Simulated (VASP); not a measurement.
KBr: single point with PBEsol

The system is KBr.

```
K Br
1.0
     0.00000    3.40587    3.40587
     3.40587    0.00000    3.40587
     3.40587    3.40587    0.00000
K Br
1 1
Direct
  0.00000 0.00000 0.00000
  0.50000 0.50000 0.50000
```

This cell differs from its parent crystal: strain +0.040 along x and y, +0.040 along z.

```yaml
Program: VASP 6.6.1
Task: single point
Functional: PBEsol
Potentials_or_basis: VASP PAW PBE potentials, release 64 (K_sv, Br)
Cutoff: 520 eV
k_mesh: 6 × 6 × 6
Occupations: gaussian, width 0.05 eV
Spin: no spin polarisation
```

| Property | Result |
| --- | --- |
| Pressure | -1.3 GPa |
| Band gap on the k mesh | 4.06 eV |

Levels at points of the mesh, in eV from the valence-band top:
| k point | band 4 | band 5 | band 6 | band 7 | band 8 | band 9 | band 10 | band 11 | band 12 | band 13 |
| --- | --- | --- | --- | --- | --- | --- | --- | --- | --- | --- |
| (0.00, 0.00, 0.00) | -11.36 | -11.36 | 0.00 | 0.00 | 0.00 | 4.06 | 7.51 | 7.51 | 7.51 | 8.28 |
| (0.50, 0.00, 0.00) | -11.37 | -11.17 | -1.03 | -0.27 | -0.27 | 6.25 | 7.78 | 9.47 | 9.47 | 9.69 |
| (0.50, 0.50, 0.00) | -11.39 | -11.39 | -0.73 | -0.26 | -0.26 | 5.85 | 6.77 | 8.86 | 9.17 | 9.29 |

It took 41 s on 1 thread of AMD EPYC 7R13, on a shared host, peak memory 0.18 GiB.

Caveat: the cell differs from its parent crystal (strain +0.040 along x and y, +0.040 along z); the PAW data sets were made with another functional, which shifts forces and pressure a little.
